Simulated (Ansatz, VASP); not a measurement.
**Two plane-wave programs on GaN**

POSCAR

```
GaN
1.0
    0.0000000000      2.1085152350      2.1085152350
    2.1085152350      0.0000000000      2.1085152350
    2.1085152350      2.1085152350      0.0000000000
Ga N
1 1
Direct
    0.0000000000      0.0000000000      0.0000000000
    0.5000000000      0.5000000000      0.5000000000
```

The input INCAR.step1:

```
PREC     = Accurate       # precision mode
ENCUT    = 520            # plane-wave cutoff, eV
EDIFF    = 1E-5           # SCF threshold, eV
ISMEAR   = 0              # smearing method
SIGMA    = 0.01           # smearing width, eV
LREAL    = F              # projectors in reciprocal space
LASPH    = T              # aspherical terms in the spheres
NELM     = 80             # most SCF steps
ALGO     = Normal         # electronic algorithm
ISIF     = 2              # what is computed and relaxed
LWAVE    = T              # write WAVECAR
LCHARG   = F              # write CHGCAR
NBANDS   = 16             # bands
GGA      = PE             # functional
```

File INCAR.step2:

```
PREC     = Accurate       # precision mode
ENCUT    = 520            # plane-wave cutoff, eV
EDIFF    = 1E-6           # SCF threshold, eV
ISMEAR   = 0              # smearing method
SIGMA    = 0.01           # smearing width, eV
LREAL    = F              # projectors in reciprocal space
LASPH    = T              # aspherical terms in the spheres
NELM     = 80             # most SCF steps
ALGO     = Normal         # electronic algorithm
ISIF     = 2              # what is computed and relaxed
LWAVE    = F              # write WAVECAR
LCHARG   = F              # write CHGCAR
GGA      = PE             # functional
LHFCALC  = T              # exact exchange
AEXX     = 0.4            # exact-exchange fraction
HFSCREEN = 0.5            # screening, 1/A
PRECFOCK = Normal       
NBANDS   = 16             # bands
ISTART   = 1
```

KPOINTS

```
regular mesh
0
Gamma
  6 6 6
```

Input for Ansatz:

```yaml
crystal:
  lattice:
    - [0.0, 2.108515235, 2.108515235]
    - [2.108515235, 0.0, 2.108515235]
    - [2.108515235, 2.108515235, 0.0]
  atoms:
    - { symbol: Ga, position: [0.0, 0.0, 0.0] }
    - { symbol: "N", position: [0.5, 0.5, 0.5] }
kpoints:
  mp_grid: { grid: [6, 6, 6] }
hamiltonian:
  xc: { exchange: pbe, correlation: pbe, exx: { coeff: 0.4, omega: 0.5 } }
scf:
  occupations: { method: fixed }
  n_extra_bands: 4
output:
  forces: true
  stress: true
  eigenvalues: true
```

Alike in both runs: task single point; functional PBE-based screened hybrid with a share of 0.4 of exact exchange and HFSCREEN = 0.5; k mesh 6 × 6 × 6; no spin polarisation.

|  | VASP | Ansatz |
| --- | --- | --- |
| version | VASP 6.6.1 | Ansatz 0.2.0 |
| potentials or method | VASP PAW PBE potentials, release 64 (Ga_d, N) | plane waves |
| plane-wave cutoff (eV) | 520 | 420 |
| occupations | gaussian, width 0.01 eV | fixed |
| valence electrons in the cell | 18 | 18 |

Ansatz gave:

- gap on the k mesh at the Fermi level (eV): 1.83
- pressure (GPa): -3.3

Task: Which values does VASP return?

Result: gap on the k mesh at the Fermi level (eV): 1.82; pressure (GPa): -2.1.

VASP's potentials were made for PBE, not for PBE-based screened hybrid. Ansatz's warnings: stress exchange threshold loose, stress scf threshold loose.

The k mesh is coarse, so the values compare programs but aren't converged.
